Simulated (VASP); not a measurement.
InP: single point with PBE

InP:

```
CELL_PARAMETERS angstrom
0.00000 2.82543 2.73332
2.75174 0.00000 2.73332
2.75174 2.82543 0.00000
ATOMIC_POSITIONS crystal
In 0.00000 0.00000 0.00000
P 0.50000 0.50000 0.50000
```

This cell differs from its parent crystal: strain +e along x and -e along y -0.0133, strain +e along z and -e/2 along x and y -0.0133.

```
Program             : VASP 6.6.1
Task                : single point
Functional          : PBE
Potentials or basis : VASP PAW PBE potentials, release 64 (In_d, P)
Cutoff              : 520 eV
k mesh              : 18 × 18 × 18
Occupations         : gaussian, width 0.15 eV
Spin                : no spin polarisation
```

| Item | Value |
| --- | --- |
| Pressure | 0.1 GPa |
| Band gap on the k mesh | zero (band 9 reaches 7.37 eV, above the bottom of band 10 at 4.80 eV) |

Stress tensor (GPa, compression positive):
```
 0.69  0.00  0.00
 0.00 -1.86  0.00
 0.00  0.00  1.53
```

Levels at points of the mesh, in eV from the Fermi level:
```
           k point  band 6  band 7  band 8  band 9  band 10  band 11  band 12  band 13
(0.00, 0.00, 0.00)  -12.01   -0.41   -0.34   -0.11     0.52     6.96     7.15     7.20
(0.50, 0.00, 0.00)   -9.94   -6.63    0.06    0.21     2.45     3.33     3.54     5.21
(0.50, 0.50, 0.00)   -8.72   -4.95   -2.63   -2.54    -2.23     3.79     9.40    10.18
(0.50, 0.00, 0.50)   -9.03   -4.93   -2.29   -2.29    -2.21     3.93     9.86     9.97
(0.00, 0.50, 0.50)   -8.78   -4.94   -2.57   -2.55    -2.16     3.82     9.33    10.20
```

It took 4.4 min on 1 thread of AMD EPYC 9R45 96-Core Processor (Zen 5) (shared host), peak memory 0.61 GiB.

Caveat: the cell differs from its parent crystal (strain +e along x and -e along y -0.0133, strain +e along z and -e/2 along x and y -0.0133); spin-orbit coupling is left out, which moves the levels of the heavy elements.
